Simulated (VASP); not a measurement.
# Na (P6_3/mmc) in VASP: a series of runs

The runs below take Na through single point, relaxation of cell and atoms, with PBE.

Program: VASP 6.6.1. These are calculated values, not measurements. Logs are shortened: lines on timing, memory, paths and dates and some standing lists are left out, and cuts for length are marked.

### 1 The cell of the first run

The structure is hexagonal, space group P6_3/mmc (No. 194). The conventional cell has a = 3.751 Å, b = 3.751 Å, c = 6.074 Å, α = 90.00°, β = 90.00°, γ = 120.00°. Na (site symmetry -6m2) has 12 Na at 3.73 to 3.75 Å within 4.9 Å.

This isn't the form of Na at room conditions, which is bcc.

### 2 Single point, PBE

INCAR reads:

```
SYSTEM = Na
PREC     = Accurate       ! precision mode
ENCUT    = 520            ! plane-wave cutoff, eV
EDIFF    = 1E-6           ! SCF threshold, eV
ISMEAR   = 0              ! smearing method
SIGMA    = 0.1            ! smearing width, eV
LREAL    = .False.        ! projectors in reciprocal space
LASPH    = .True.         ! aspherical terms in the spheres
NELM     = 100            ! most SCF steps
ALGO     = Normal         ! electronic algorithm
ISIF     = 2              ! what is computed and relaxed
LWAVE    = .False.        ! write WAVECAR
LCHARG   = .True.         ! write CHGCAR
GGA      = PE             ! functional
LELF     = .True.         ! ELF
LVHAR    = .True.       
NBANDS   = 14             ! bands
```

KPOINTS reads:

```
Automatic mesh
0
Gamma
  12 12 8
  0 0 0
```

POSCAR reads:

```
Na
1.0
    3.7513493438      0.0000000000      0.0000000000
   -1.8756746719      3.2487638302      0.0000000000
    0.0000000000      0.0000000000      6.0738689002
Na
2
Direct
    0.3333333333      0.6666666667      0.2500000000
    0.6666666667      0.3333333333      0.7500000000
```

Potentials or basis: VASP PAW PBE potentials, release 64 (Na_pv).

Started as:

```
$ cat potpaw_PBE.64/Na_pv/POTCAR > POTCAR
$ mpirun -np 1 vasp_std > vasp.out
```

OUTCAR:

```text
SYSTEM = Na
   PREC = Accurate
   ENCUT = 520
   EDIFF = 1E-6
   ISMEAR = 0
   LREAL = .False.
   LASPH = .True.
   NELM = 100
   ISIF = 2
   GGA = PE

 ion  position               nearest neighbor table
   1  0.333  0.667  0.250-
   2  0.667  0.333  0.750-

  LATTYP: Found a hexagonal cell.
 ALAT       =     3.7513493438
 C/A-ratio  =     1.6191157750

  Lattice vectors:

 A1 = (   3.7513493438,   0.0000000000,   0.0000000000)
 A2 = (  -1.8756746719,   3.2487638302,   0.0000000000)
 A3 = (   0.0000000000,   0.0000000000,   6.0738689002)

Analysis of symmetry for initial positions (statically):
=====================================================================
 Subroutine PRICEL returns:
 Original cell was already a primitive cell.

 Routine SETGRP: Setting up the symmetry group for a
 hexagonal supercell.

 Subroutine GETGRP returns: Found 24 space group operations
 (whereof 12 operations were pure point group operations)
 out of a pool of 24 trial point group operations.

The static configuration has the point symmetry D_3d.
 The point group associated with its full space group is D_6h.

Analysis of symmetry for dynamics (positions and initial velocities):
=====================================================================
 Subroutine PRICEL returns:
 Original cell was already a primitive cell.

 Routine SETGRP: Setting up the symmetry group for a
 hexagonal supercell.

 Subroutine GETGRP returns: Found 24 space group operations
 (whereof 12 operations were pure point group operations)
 out of a pool of 24 trial point group operations.

The dynamic configuration has the point symmetry D_3d.
 The point group associated with its full space group is D_6h.

 Subroutine INISYM returns: Found 24 space group operations
 (whereof 12 operations are pure point group operations),
 and found     1 'primitive' translations

----------------------------------------------------------------------------------------

                                     Primitive cell

  volume of cell :      74.0237

  direct lattice vectors                    reciprocal lattice vectors
     3.751349344  0.000000000  0.000000000     0.266570748  0.153904693  0.000000000
    -1.875674672  3.248763830  0.000000000     0.000000000  0.307809386  0.000000000
     0.000000000  0.000000000  6.073868900     0.000000000  0.000000000  0.164639708

  length of vectors
     3.751349344  3.751349344  6.073868900     0.307809386  0.307809386  0.164639708

  position of ions in fractional coordinates (direct lattice)
     0.333333333  0.666666667  0.250000000
     0.666666667  0.333333333  0.750000000

  ion indices of the primitive-cell ions
   primitive index   ion index
                 1           1
                 2           2

----------------------------------------------------------------------------------------

 KPOINTS: Automatic mesh

Automatic generation of k-mesh.
 Grid dimensions read from file:
 generate k-points for:   12   12    8

 Generating k-lattice:

  Cartesian coordinates                     Fractional coordinates (reciprocal lattice)
     0.022214229  0.012825391  0.000000000     0.083333333  0.000000000  0.000000000
     0.000000000  0.025650782  0.000000000     0.000000000  0.083333333  0.000000000
     0.000000000  0.000000000  0.020579963     0.000000000  0.000000000  0.125000000

  Length of vectors
     0.025650782  0.025650782  0.020579963

  Shift w.r.t. Gamma in fractional coordinates (k-lattice)
     0.000000000  0.000000000  0.000000000

 Subroutine IBZKPT returns following result:
 ===========================================

 Found     95 irreducible k-points:

 Following reciprocal coordinates:
            Coordinates               Weight
  0.000000  0.000000  0.000000      1.000000
  0.083333  0.000000  0.000000      6.000000
  0.166667  0.000000  0.000000      6.000000
  0.250000  0.000000  0.000000      6.000000
  0.333333  0.000000  0.000000      6.000000
  0.416667  0.000000  0.000000      6.000000
[... 16 lines left out ...]
  0.250000  0.000000  0.125000     12.000000
  0.333333  0.000000  0.125000     12.000000
 [... further k-points ...]
   k-points           NKPTS =     95   k-points in BZ     NKDIM =     95   number of bands    NBANDS=     14
   number of dos      NEDOS =    301   number of ions     NIONS =      2
   total plane-waves  NPLWV =  37632
   dimension x,y,z NGX =    28 NGY =   28 NGZ =   48
   dimension x,y,z NGXF=    56 NGYF=   56 NGZF=   96
   ions per type =               2
   NGX,Y,Z   is equivalent  to a cutoff of  12.41, 12.41, 13.14 a.u.
   NGXF,Y,Z  is equivalent  to a cutoff of  24.82, 24.82, 26.28 a.u.
 SYSTEM =  Na
   PREC   = accura    normal or accurate (medium, high low for compatibility)
   ISTART =      0    job   : 0-new  1-cont  2-samecut
   ICHARG =      2    charge: 1-file 2-atom 10-const
   ISPIN  =      1    spin polarized calculation?
   LNONCOLLINEAR =      F non collinear calculations
   LSORBIT =      F    spin-orbit coupling
   LASPH  =      T    aspherical Exc in radial PAW
   ENCUT  =  520.0 eV  38.22 Ry    6.18 a.u.   6.98  6.98 11.29*2*pi/ulx,y,z
   NELM   =    100;   NELMIN=  2; NELMDL= -5     # of ELM steps
   EDIFF  = 0.1E-05   stopping-criterion for ELM
   LREAL  =      F    real-space projection
   EDIFFG = 0.1E-04   stopping-criterion for IOM
   NSW    =      0    number of steps for IOM
   IBRION =     -1    ionic relax: 0-MD 1-quasi-New 2-CG
   NFREE  =      0    steps in history (QN), initial steepest desc. (CG)
   ISIF   =      2    stress and relaxation
   ISYM   =      2    0-nonsym 1-usesym 2-fastsym
   POTIM  = 0.5000    time-step for ionic-motion
   TEBEG  =    0.0;   TEEND  =   0.0 temperature during run
   PSTRESS=    0.0 pullay stress
   NELECT =      14.0000    total number of electrons
   NUPDOWN=      -1.0000    fix difference up-down
   EMIN   =  10.00;   EMAX   =-10.00  energy-range for DOS
   EFERMI =   0.00;   METHOD = LEGACY
   ISMEAR =     0;   SIGMA  =   0.10  broadening in eV -4-tet -1-fermi 0-gaus
   EFERMI_NEDOS =   21; number of points for ismear=-14 and -15
   IALGO  =     38    algorithm
   IMIX   =      4    mixing-type and parameters
     AMIX     =   0.40;   BMIX     =  1.00
     AMIX_MAG =   1.60;   BMIX_MAG =  1.00
  volume/ion in A,a.u.               =      37.01       249.77
  Fermi-wavevector in a.u.,A,eV,Ry     =   0.939710  1.775794 12.014690  0.883055
  Thomas-Fermi vector in A             =   2.067049
   LORBIT       =      0    0 simple, 1 ext, 2 COOP (PROOUT), +10 PAW based schemes
   GGA     = PE    functional components
   LHFCALC =     F    Hartree Fock is set to
   AEXX    =    0.0000 exact exchange contribution
   IVDW    =     0    specifies the selected vdW correction
   LEPSILON=     F    determine dielectric tensor
   LRPA    =     F    only Hartree local field effects (RPA)
 non-spin polarized calculation
 Gauss-broadening in eV      SIGMA  =   0.10
  energy-cutoff  :      520.00
  volume of cell :       74.02
 maximum number of plane-waves:      2016
 NGX is ok and might be reduce to    28

 number of electron      14.0000000 magnetization

 Free energy of the ion-electron system (eV)
  ---------------------------------------------------
  ext. energy  EPLUGINS =         0.00000000
  ---------------------------------------------------
  free energy    TOTEN  =        -2.62910717 eV

  energy without entropy =       -2.62549294  energy(sigma->0) =       -2.62730005

 E-fermi :   0.3232     XC(G=0):  -6.5058

 val. band max:        0.3046256251   @ k =   0.2500   0.2500   0.3750
 cond. band min:       0.3779331688   @ k =   0.4167   0.0833   0.2500
 fundamental gap:      0.0733075437
 Fermi energy:         0.3231516507

 k-point     1 :       0.0000    0.0000    0.0000
  band No.  band energies     occupation
      1     -24.5982      2.00000
      2     -24.5674      2.00000
      3     -24.5674      2.00000
      4     -24.5623      2.00000
      5     -24.5622      2.00000
      6     -24.5622      2.00000
      7      -2.9493      2.00000
      8       0.9269      0.00000
      9       1.3460      0.00000
     10      10.2520      0.00000
     11      10.2520      0.00000
     12      10.6092      0.00000
     13      10.6092      0.00000
     14      10.8187      0.00000

 k-point     2 :       0.0833    0.0000    0.0000
  band No.  band energies     occupation
      1     -24.5974      2.00000
      2     -24.5691      2.00000
      3     -24.5679      2.00000
      4     -24.5640      2.00000
      5     -24.5626      2.00000
      6     -24.5625      2.00000
      7      -2.8469      2.00000
      8       1.0175      0.00000
      9       1.4455      0.00000
     10       8.5892      0.00000
     11       9.5017      0.00000
     12       9.9407      0.00000
     13      11.4737      0.00000
     14      11.6816      0.00000

 k-point     3 :       0.1667    0.0000    0.0000
  band No.  band energies     occupation
      1     -24.5952      2.00000
      2     -24.5738      2.00000
      3     -24.5694      2.00000
      4     -24.5688      2.00000
      5     -24.5635      2.00000
      6     -24.5633      2.00000
      7      -2.5411      2.00000
      8       1.2899      0.00000
      9       1.7399      0.00000
     10       6.7195      0.00000
     11       8.7559      0.00000
     12       8.9619      0.00000
     13      10.1391      0.00000
     14      11.2138      0.00000
[... 324 lines left out ...]
 k-point    23 :       0.2500    0.0000    0.1250
  band No.  band energies     occupation
      1     -24.5914      2.00000
      2     -24.5795      2.00000
      3     -24.5761      2.00000
      4     -24.5711      2.00000
      5     -24.5655      2.00000
      6     -24.5647      2.00000
      7      -1.9706      2.00000
      8       1.0359      0.00000
      9       3.0166      0.00000
     10       5.0694      0.00000
     11       7.5625      0.00000
     12       8.2257      0.00000
     13       8.6141      0.00000
     14      10.3493      0.00000

 k-point    24 :       0.3333    0.0000    0.1250
  band No.  band energies     occupation
      1     -24.5901      2.00000
      2     -24.5842      2.00000
      3     -24.5821      2.00000
      4     -24.5731      2.00000
      5     -24.5674      2.00000
      6     -24.5659      2.00000
      7      -1.2716      2.00000
      8       1.6815      0.00000
      9       3.1929      0.00000
     10       3.9747      0.00000
     11       6.1341      0.00000
     12       7.6127      0.00000
     13       7.8084      0.00000
     14       9.3068      0.00000

 [... further k-points ...]

------------------------ aborting loop because EDIFF is reached ----------------------------------------

  FORCE on cell =-STRESS in cart. coord.  units (eV):
  Direction    XX          YY          ZZ          XY          YZ          ZX
  --------------------------------------------------------------------------------------
  -------------------------------------------------------------------------------------
  Total        0.0021933      0.0021933      0.0071377      0.0000000      0.0000000      0.0000000
  in kB        0.0474729      0.0474729      0.1544883      0.0000000      0.0000000      0.0000000
  external PRESSURE =       0.0831447 kB  Pullay stress =       0.0000000 kB

 VOLUME and BASIS-vectors are now :
 -----------------------------------------------------------------------------
  energy-cutoff  :      520.00
  volume of cell :       74.02
      direct lattice vectors                 reciprocal lattice vectors
     3.751349344  0.000000000  0.000000000     0.266570748  0.153904693  0.000000000
    -1.875674672  3.248763830  0.000000000     0.000000000  0.307809386  0.000000000
     0.000000000  0.000000000  6.073868900     0.000000000  0.000000000  0.164639708

 POSITION                                       TOTAL-FORCE (eV/Angst)
 -----------------------------------------------------------------------------------
     -0.00000      2.16584      1.51847         0.000000     -0.000000      0.000000
      1.87567      1.08292      4.55540        -0.000000      0.000000      0.000000
 -----------------------------------------------------------------------------------
    total drift:                                0.000000     -0.000000      0.000000

  FREE ENERGIE OF THE ION-ELECTRON SYSTEM (eV)
  ---------------------------------------------------
  free  energy   TOTEN  =        -2.6291071663 eV

  energy  without entropy=       -2.6254929374  energy(sigma->0) =       -2.62730005
```

It took 19 s on 1 thread of Intel Xeon 6975P-C (Granite Rapids), shared host; peak memory 0.21 GiB.

Results:

```
Free energy            : -2.6291 eV
Pressure               : 0.0 GPa
Band gap on the k mesh : zero (bands 7 and 8 overlap by 4.30 eV)
```

Levels at points of the mesh, in eV from the Fermi level:
| k point | band 3 | band 4 | band 5 | band 6 | band 7 | band 8 | band 9 | band 10 | band 11 | band 12 |
| --- | --- | --- | --- | --- | --- | --- | --- | --- | --- | --- |
| (0.00, 0.00, 0.00) | -24.89 | -24.89 | -24.89 | -24.89 | -3.27 | 0.60 | 1.02 | 9.93 | 9.93 | 10.29 |
| (0.50, 0.00, 0.00) | -24.91 | -24.90 | -24.89 | -24.89 | 0.23 | 0.35 | 3.89 | 3.91 | 4.41 | 4.62 |
| (0.00, 0.00, 0.50) | -24.89 | -24.89 | -24.89 | -24.89 | -2.23 | -2.23 | 5.63 | 5.63 | 10.52 | 10.52 |
| (0.50, 0.00, 0.50) | -24.89 | -24.89 | -24.89 | -24.89 | 1.06 | 1.06 | 1.54 | 1.54 | 7.70 | 7.70 |

### 3 Relaxation of cell and atoms, PBE

This run uses another cell than the first one, of the same volume but with other edges.

INCAR reads:

```
PREC = Accurate
ENCUT = 600
EDIFF = 1E-6
ISMEAR = 0
SIGMA = 0.1
LREAL = False
LASPH = True
NELM = 80
ALGO = Normal
ISIF = 3
LWAVE = False
LCHARG = False
GGA = PE
IBRION = 2
NSW = 100
EDIFFG = -0.005
```

KPOINTS reads:

```
Automatic mesh
0
Gamma
  12 12 8
```

POSCAR reads:

```
Na
1.0
    3.6887707041      0.0000000000      0.0000000000
   -1.8443853520      3.1945691385      0.0000000000
    0.0000000000      0.0000000000      6.2691940000
Na
2
Direct
    0.3333333300      0.6666666700      0.2500000000
    0.6666666700      0.3333333300      0.7500000000
```

Potentials or basis: VASP PAW PBE potentials, release 64 (Na_pv).

Started as:

```
$ cat potpaw_PBE.64/Na_pv/POTCAR > POTCAR
$ mpirun -np 1 vasp_std > vasp.out
```

It took 94 s on 1 thread of Intel Xeon 6975P-C (Granite Rapids), shared host; peak memory 0.24 GiB.

It converged, with:

```
Free energy                           : -2.6291 eV
Relaxed volume                        : 36.99 Å³/atom
Relaxed cell                          : a = 3.749 Å, b = 3.749 Å, c = 6.076 Å, α = 90.00°, β = 90.00°, γ = 120.00°
Space group after relaxing (to 0.1 Å) : P6_3/mmc (No. 194)
Energy gained by relaxing             : 2.4 meV/atom
Ionic steps                           : 6
Pressure after relaxing               : 0.0 GPa
Band gap on the k mesh                : zero (bands 7 and 8 overlap by 4.31 eV)
```

The path:
```tsv
step	energy change (eV)	largest force (eV/Å)	pressure (GPa)	volume (Å³)
1	0.0000	0.0000	0.01	73.88
2	-0.0013	0.0000	0.04	73.90
3	-0.0041	0.0000	0.06	73.95
4	-0.0038	0.0000	0.07	73.97
5	-0.0049	0.0000	0.01	73.97
6	-0.0049	0.0000	0.01	73.97
```

Final structure:
```xyz
2
Lattice="3.7494 0.0000 0.0000 -1.8747 3.2470 0.0000 0.0000 0.0000 6.0759" Properties=species:S:1:pos:R:3 pbc="T T T"
Na    0.0000    2.1647    1.5190
Na    1.8747    1.0823    4.5570
```

Levels at points of the mesh, in eV from the Fermi level:
| k point | band 3 | band 4 | band 5 | band 6 | band 7 | band 8 | band 9 | band 10 | band 11 |
| --- | --- | --- | --- | --- | --- | --- | --- | --- | --- |
| (0.00, 0.00, 0.00) | -24.89 | -24.88 | -24.88 | -24.88 | -3.27 | 0.60 | 1.02 | 9.94 | 9.94 |
| (0.50, 0.00, 0.00) | -24.90 | -24.90 | -24.89 | -24.89 | 0.24 | 0.35 | 3.88 | 3.91 | 4.41 |
| (0.00, 0.00, 0.50) | -24.89 | -24.89 | -24.89 | -24.89 | -2.23 | -2.23 | 5.63 | 5.63 | 10.54 |
| (0.50, 0.00, 0.50) | -24.89 | -24.89 | -24.89 | -24.89 | 1.06 | 1.06 | 1.54 | 1.54 | 7.70 |
